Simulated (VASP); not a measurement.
Here is a VASP 6.6.1 calculation.

File INCAR:

```
SYSTEM = Ru
  ALGO = Normal
  EDIFF = 1E-6
  ENCUT = 520
  GGA = PE
  ISIF = 2
  ISMEAR = -1
  LASPH = .TRUE.
  LCHARG = .FALSE.
  LREAL = .FALSE.
  LWAVE = .FALSE.
  NBANDS = 21
  NELM = 60
  PREC = Accurate
  SIGMA = 0.05
```

The input KPOINTS:

```
k-points
0
G
  20 20 11
  0 0 0
```

File POSCAR:

```
Ru
1.0
    2.7058000000      0.0000000000      0.0000000000
   -1.3529000000      2.3432915376      0.0000000000
    0.0000000000      0.0000000000      4.3675380000
Ru
2
Direct
    0.3333333333      0.6666666667      0.2500000000
    0.6666666667      0.3333333333      0.7500000000
```

Potentials or basis: VASP PAW PBE potentials, release 64 (Ru_pv).

Command:

```sh
$ cat potpaw_PBE.64/Ru_pv/POTCAR > POTCAR
$ mpirun -np 1 vasp_std > vasp.out
```

**Question.** What does it give for the pressure?

**Answer.** -2.0 GPa.

**Question.** Predict the band gap on the k mesh.

**Answer.** Zero (bands 14 and 15 overlap by 3.09 eV).

Stress tensor (GPa, compression positive):
```
 1.55  0.00  0.00
 0.00  1.55  0.00
 0.00  0.00 -9.01
```

Caveat: the cell differs from its parent crystal (z stretched by +2 %, then relaxed in part).
